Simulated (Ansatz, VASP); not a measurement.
## Two plane-wave programs on SnSe

```
CELL_PARAMETERS angstrom
0.00000 2.91718 2.94665
2.97611 0.00000 2.94665
2.97611 2.91718 0.00000
ATOMIC_POSITIONS crystal
Sn 0.00000 0.00000 0.00000
Se 0.50000 0.50000 0.50000
```

Change from the starting cell: strain +0.0100 x Voigt [1, -1, 0, 0, 0, 0], atoms carried along.

Alike in both runs: task single point; functional LDA; k mesh 8 × 8 × 8; occupations gaussian, width 0.05 eV; no spin polarisation.

```csv
,VASP,Ansatz
version,VASP 6.6.1,Ansatz 0.2.0
potentials or method,"VASP PAW LDA potentials, release 64 (Sn_d, Se), cutoff 520 eV","scalar-relativistic, plane waves, PAW"
valence electrons in the cell,20,30
```

|  | VASP | Ansatz | Ansatz less VASP |
| --- | --- | --- | --- |
| gap on the k mesh at the Fermi level (eV) | 0.74 | 0.75 | +0.010 |
| least direct gap on the mesh (eV) | 0.86 | 0.86 | +0.005 |
| pressure (GPa) | 0.1 | 0.0 | -0.10 |
| traceless stress, the component that is largest in VASP (GPa) | 1.49 | 1.47 | -0.013 |

LDA's correlation is that of Perdew and Zunger in VASP and of Perdew and Wang (1992) in Ansatz. VASP's potentials hold 20 valence electrons a cell and Ansatz's 30, so a difference there can come from the potentials and not from the codes.
